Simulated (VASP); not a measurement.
NaTa3O2, 6 atoms in the cell. Symmetry: C2/m, No. 12, monoclinic system. Conventional cell: a = 9.855 Å, b = 3.194 Å, c = 5.565 Å, α = 90.00°, β = 103.93°, γ = 90.00°. Within 3.4 Å of Na (site symmetry 2/m) lie 6 O at 2.35 to 3.40 Å and 10 Ta at 3.14 to 3.21 Å and 2 Na at 3.19 Å. Ta (site symmetry 2/m) has 2 O at 2.24 Å and 8 Ta at 2.84 to 3.19 Å and 4 Na at 3.21 Å within 3.3 Å. Ta (site symmetry m) has 3 O at 2.16 to 2.33 Å and 4 Ta at 2.84 to 2.86 Å within 2.9 Å. Within 2.9 Å of O (site symmetry m) lie 4 Ta at 2.16 to 2.33 Å and 2 Na at 2.35 Å and 2 O at 2.71 Å. 

- Program: VASP 6.6.1
- Task: single point
- Functional: PBE
- Potentials or basis: VASP PAW PBE potentials, release 64 (Na_pv, Ta_pv, O)
- Cutoff: 520 eV
- k mesh: 10 × 10 × 6
- Occupations: gaussian, width 0.1 eV
- Spin: no spin polarisation
- Dipole correction: no
- Further INCAR settings: ALGO = Normal; EDIFF = 1e-06; NBANDS = 35

Potentials or basis: VASP PAW PBE potentials, release 64 (Na_pv, Ta_pv, O).

The run is started by

```console
$ cat potpaw_PBE.64/Na_pv/POTCAR potpaw_PBE.64/Ta_pv/POTCAR potpaw_PBE.64/O/POTCAR > POTCAR
$ mpirun -np 1 vasp_std > vasp.out
```

Hardware: 1 thread of Intel(R) Xeon(R) Platinum 8259CL CPU @ 2.50GHz (Skylake/Cascade Lake), with other jobs on the host.

Question: How long does it take, and how much memory?

Answer: Wall time 11 min on 1 thread of Intel(R) Xeon(R) Platinum 8259CL CPU @ 2.50GHz (Skylake/Cascade Lake), on a shared host, peak memory 0.54 GiB. Counts: scf iterations 16, k points 172.
